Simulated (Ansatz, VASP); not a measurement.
## Two plane-wave programs on AlO5

```
Al O
1.0
     0.00000    2.96233    2.96233
     2.96233    0.00000    2.96233
     2.96233    2.96233    0.00000
Al O
1 5
Direct
  0.00000 0.00000 0.00000
  0.12500 0.62500 0.62500
  0.62500 0.62500 0.62500
  0.62500 0.12500 0.62500
  0.62500 0.62500 0.12500
  0.25000 0.25000 0.25000
```

Change from the starting cell: species swapped into the TmCu5 type (F-43m, No. 216).

Alike in both runs: task single point; functional PBE; k mesh 6 × 6 × 6; occupations gaussian, width 0.1 eV; collinear spin.

|  | VASP | Ansatz |
| --- | --- | --- |
| version | VASP 6.6.1 | Ansatz 0.2.0 |
| potentials or method | VASP PAW PBE potentials, release 64 (Al, O), cutoff 520 eV | scalar-relativistic, plane waves, PAW |
| valence electrons in the cell | 33 | 33 |

|  | VASP | Ansatz | Ansatz less VASP |
| --- | --- | --- | --- |
| gap on the k mesh at the Fermi level (eV) | none | none | - |
| pressure (GPa) | -0.9 | -0.6 | +0.29 |
| net moment per atom (μB) | 0.45 | 0.45 | 0.000 |
| size of the moment on the site where the two differ most (μB) | 0.98 | 1.13 | +0.145 |

Site moments also hang on the region over which each program counts them. A gap of «none» marks a metal or a gap that the smearing closes. The functional is the same, so the differences come from potentials, cutoffs and numerics.
